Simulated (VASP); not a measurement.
# BaTiO3 (R3m) in VASP: single point with PBE

Aim: the single point of BaTiO3 with PBE.

All numbers are computed with VASP 6.6.1; they aren't measurements. Logs are shortened: lines on timing, memory, paths and dates and some standing lists are left out, and cuts for length are marked.

## 1. The cell of the first run

Symmetry: R3m, No. 160, trigonal system. The conventional cell has a = 5.726 Å, b = 5.726 Å, c = 7.070 Å, α = 90.00°, β = 90.00°, γ = 120.00°. Within 3.7 Å of Ba (site symmetry 3m) lie 12 O at 2.78 to 2.98 Å and 8 Ti at 3.43 to 3.64 Å. Within 2.5 Å of Ti (site symmetry 3m) lie 6 O at 1.87 to 2.21 Å. Within 2.5 Å of O (site symmetry m) lie 2 Ti at 1.87 to 2.21 Å.

## 2. Single point, PBE

File POSCAR:

```
BaTiO3
1.0
    2.8631887542      1.6530627979      2.3565005019
   -2.8631887542      1.6530627979      2.3565005019
    0.0000000000     -3.3061255959      2.3565005019
Ba Ti O
1 1 3
Direct
   -0.0054008877     -0.0054008877     -0.0054008877
    0.4803547819      0.4803547819      0.4803547819
    0.5112004289      0.5112004289      0.0218452480
    0.0218452480      0.5112004289      0.5112004289
    0.5112004289      0.0218452480      0.5112004289
```

File INCAR.step1:

```
SYSTEM = BaTiO3
  PREC = Accurate
  ENCUT = 910
  EDIFF = 1E-6
  ISMEAR = 0
  SIGMA = 0.02
  LREAL = .FALSE.
  LASPH = .TRUE.
  NELM = 120
  ALGO = Normal
  ISIF = 2
  LWAVE = .FALSE.
  LCHARG = .TRUE.
  LMAXMIX = 4
  GGA = PE
  NBANDS = 28
  GGA_COMPAT = .FALSE.
  NEDOS = 2001
  LORBIT = 11
```

File KPOINTS.step1:

```
regular mesh
0
G
  6 6 6
  0 0 0
```

File INCAR.step2:

```
SYSTEM = BaTiO3
  PREC = Accurate
  ENCUT = 910
  EDIFF = 1E-6
  ISMEAR = -5
  SIGMA = 0.02
  LREAL = .FALSE.
  LASPH = .TRUE.
  NELM = 120
  ALGO = Normal
  ISIF = 2
  LWAVE = .FALSE.
  LCHARG = .FALSE.
  LMAXMIX = 4
  GGA = PE
  LORBIT = 10
  NEDOS = 2001
  ICHARG = 11
  GGA_COMPAT = .FALSE.
```

File KPOINTS.step2:

```
regular mesh
0
G
  9 9 9
  0 0 0
```

Potentials or basis: VASP PAW PBE potentials, release 64 (Ba_sv, Ti_sv, O_h).

Command:

```bash
> cat potpaw_PBE.64/Ba_sv/POTCAR potpaw_PBE.64/Ti_sv/POTCAR potpaw_PBE.64/O_h/POTCAR > POTCAR
> cp INCAR.step1 INCAR
> cp KPOINTS.step1 KPOINTS
> mpirun -np 1 vasp_std > vasp.out
> cp INCAR.step2 INCAR
> cp KPOINTS.step2 KPOINTS
> mpirun -np 1 vasp_std > vasp.out
```

OUTCAR:

```text
SYSTEM = BaTiO3
   PREC = Accurate
   ENCUT = 910
   EDIFF = 1E-6
   ISMEAR = -5
   LREAL = .FALSE.
   LASPH = .TRUE.
   NELM = 120
   ISIF = 2
   GGA = PE
   LORBIT = 10
   ICHARG = 11

 ion  position               nearest neighbor table
   1  0.995  0.995  0.995-   3 2.78   4 2.78   5 2.78   4 2.87   5 2.87   5 2.87   4 2.87   3 2.87
                             3 2.87   3 2.98   4 2.98   5 2.98   2 3.43   2 3.48   2 3.48   2 3.48
   2  0.480  0.480  0.480-   3 1.87   4 1.87   5 1.87   3 2.21   4 2.21   5 2.21   1 3.43   1 3.48
                             1 3.48   1 3.48   1 3.54   1 3.54   1 3.54   1 3.64
   3  0.511  0.511  0.022-   2 1.87   2 2.21   1 2.78   1 2.87   1 2.87   1 2.98
   4  0.022  0.511  0.511-   2 1.87   2 2.21   1 2.78   1 2.87   1 2.87   1 2.98
   5  0.511  0.022  0.511-   2 1.87   2 2.21   1 2.78   1 2.87   1 2.87   1 2.98

  LATTYP: Found a trigonal (rhomboedric) cell.
 ALAT       =     4.0599952058
 COS(alpha) =     0.0053302431

  Lattice vectors:

 A1 = (   2.8631887542,   1.6530627979,   2.3565005019)
 A2 = (  -2.8631887542,   1.6530627979,   2.3565005019)
 A3 = (   0.0000000000,  -3.3061255959,   2.3565005019)

Analysis of symmetry for initial positions (statically):
=====================================================================
 Subroutine PRICEL returns:
 Original cell was already a primitive cell.

 Routine SETGRP: Setting up the symmetry group for a
 trigonal (rhombohedral) supercell.

 Subroutine GETGRP returns: Found  6 space group operations
 (whereof  6 operations were pure point group operations)
 out of a pool of 12 trial point group operations.

The static configuration has the point symmetry C_3v.

Analysis of symmetry for dynamics (positions and initial velocities):
=====================================================================
 Subroutine PRICEL returns:
 Original cell was already a primitive cell.

 Routine SETGRP: Setting up the symmetry group for a
 trigonal (rhombohedral) supercell.

 Subroutine GETGRP returns: Found  6 space group operations
 (whereof  6 operations were pure point group operations)
 out of a pool of 12 trial point group operations.

The dynamic configuration has the point symmetry C_3v.

 Subroutine INISYM returns: Found  6 space group operations
 (whereof  6 operations are pure point group operations),
 and found     1 'primitive' translations

----------------------------------------------------------------------------------------

                                     Primitive cell

[... 104 lines left out ...]
   ISIF   =      2    stress and relaxation
   ISYM   =      2    0-nonsym 1-usesym 2-fastsym
   POTIM  = 0.5000    time-step for ionic-motion
   TEBEG  =    0.0;   TEEND  =   0.0 temperature during run
   PSTRESS=    0.0 pullay stress
   NELECT =      40.0000    total number of electrons
   NUPDOWN=      -1.0000    fix difference up-down
   EMIN   =  10.00;   EMAX   =-10.00  energy-range for DOS
   EFERMI =   0.00;   METHOD = LEGACY
   ISMEAR =    -5;   SIGMA  =   0.02  broadening in eV -4-tet -1-fermi 0-gaus
   EFERMI_NEDOS =   21; number of points for ismear=-14 and -15
   IALGO  =     38    algorithm
   IMIX   =      4    mixing-type and parameters
     AMIX     =   0.40;   BMIX     =  1.00
     AMIX_MAG =   1.60;   BMIX_MAG =  1.00
  volume/ion in A,a.u.               =      13.38        90.32
  Fermi-wavevector in a.u.,A,eV,Ry     =   1.379036  2.605999 25.874730  1.901739
  Thomas-Fermi vector in A             =   2.504042
   LORBIT       =     10    0 simple, 1 ext, 2 COOP (PROOUT), +10 PAW based schemes
   GGA     = PE    functional components
   LHFCALC =     F    Hartree Fock is set to
   AEXX    =    0.0000 exact exchange contribution
   IVDW    =     0    specifies the selected vdW correction
   LEPSILON=     F    determine dielectric tensor
   LRPA    =     F    only Hartree local field effects (RPA)
 non-spin polarized calculation
 Fermi weights with tetrahedron method with Bloechl corrections
  energy-cutoff  :      910.00
  volume of cell :       66.92
 maximum number of plane-waves:      4190

 number of electron      40.0000002 magnetization

 Free energy of the ion-electron system (eV)
  ---------------------------------------------------
  ext. energy  EPLUGINS =         0.00000000
  ---------------------------------------------------
  free energy    TOTEN  =       -40.08242890 eV

  energy without entropy =      -40.08242890  energy(sigma->0) =      -40.08242890

 E-fermi :   3.7601     XC(G=0): -11.0104

 val. band max:        3.7356890491   @ k =   0.4444   0.4444   0.4444
 cond. band min:       6.3532751340   @ k =   0.1111   0.0000   0.0000
 fundamental gap:      2.6175860849
 Fermi energy:         3.7600969291

 k-point     1 :       0.0000    0.0000    0.0000
  band No.  band energies     occupation
      1     -52.5182      2.00000
      2     -28.7740      2.00000
      3     -28.7712      2.00000
      4     -28.7712      2.00000
      5     -21.1244      2.00000
      6     -12.9339      2.00000
[... 637 lines left out ...]
     23       7.8573      0.00000
     24       8.6718      0.00000

 [... further k-points ...]
[... 5 lines left out ...]
  --------------------------------------------------------------------------------------
  -------------------------------------------------------------------------------------
  Total        0.5019096      0.5019096      0.5007314      0.0000000     -0.0000000      0.0000000
  in kB       12.0165004     12.0165004     11.9882923      0.0000000     -0.0000000      0.0000000
  external PRESSURE =      12.0070977 kB  Pullay stress =       0.0000000 kB

 VOLUME and BASIS-vectors are now :
 -----------------------------------------------------------------------------
  energy-cutoff  :      910.00
  volume of cell :       66.92
      direct lattice vectors                 reciprocal lattice vectors
     2.863188754  1.653062798  2.356500502     0.174630471  0.100822949  0.141452689
    -2.863188754  1.653062798  2.356500502    -0.174630471  0.100822949  0.141452689
     0.000000000 -3.306125596  2.356500502     0.000000000 -0.201645899  0.141452689

 POSITION                                       TOTAL-FORCE (eV/Angst)
 -----------------------------------------------------------------------------------
      0.00000     -0.00000      7.03132         0.000000     -0.000000      0.046050
      0.00000     -0.00000      3.39587         0.000000     -0.000000      0.050600
      0.00000      1.61787      2.46077         0.000000      0.016459     -0.032217
     -1.40112     -0.80893      2.46077        -0.014254     -0.008229     -0.032217
      1.40112     -0.80893      2.46077         0.014254     -0.008229     -0.032217
 -----------------------------------------------------------------------------------
    total drift:                               -0.000000      0.000005     -0.000749

  FREE ENERGIE OF THE ION-ELECTRON SYSTEM (eV)
  ---------------------------------------------------
  free  energy   TOTEN  =       -40.0824289045 eV

  energy  without entropy=      -40.0824289045  energy(sigma->0) =      -40.08242890

 total charge

# of ion       s       p       d       tot
------------------------------------------
    1        2.005   5.646   0.304   7.955
    2        2.220   6.261   1.795  10.276
    3        1.044   2.321   0.000   3.365
    4        1.044   2.321   0.000   3.365
    5        1.044   2.321   0.000   3.365
--------------------------------------------------
tot          7.358  18.870   2.099  28.327
```

OUTCAR.step1:

```text
SYSTEM = BaTiO3
   PREC = Accurate
   ENCUT = 910
   EDIFF = 1E-6
   ISMEAR = 0
   LREAL = .FALSE.
   LASPH = .TRUE.
   NELM = 120
   ISIF = 2
   GGA = PE
[... 982 lines left out ...]

  FREE ENERGIE OF THE ION-ELECTRON SYSTEM (eV)
  ---------------------------------------------------
  free  energy   TOTEN  =       -40.0825614913 eV

  energy  without entropy=      -40.0825614913  energy(sigma->0) =      -40.08256149

 total charge

# of ion       s       p       d       tot
------------------------------------------
    1        2.005   5.646   0.304   7.955
    2        2.220   6.261   1.795  10.276
    3        1.044   2.321   0.000   3.365
    4        1.044   2.321   0.000   3.365
    5        1.044   2.321   0.000   3.365
--------------------------------------------------
tot          7.358  18.870   2.099  28.327
```

Wall time 3.8 min (1 thread of Intel Xeon Platinum 8488C (Sapphire Rapids), shared host); peak memory 0.47 GiB.

What came out:

| Property | Result |
| --- | --- |
| Valence electrons inside the program's atomic spheres | Ba 7.96; Ti 10.28; O 3.37 |

Caveat: the cutoff is under 1.25 times the usual one of these potentials, so pressure, stress and relaxed cells hold a basis-set (Pulay) error; spin-orbit coupling is left out, which moves the levels of the heavy elements.
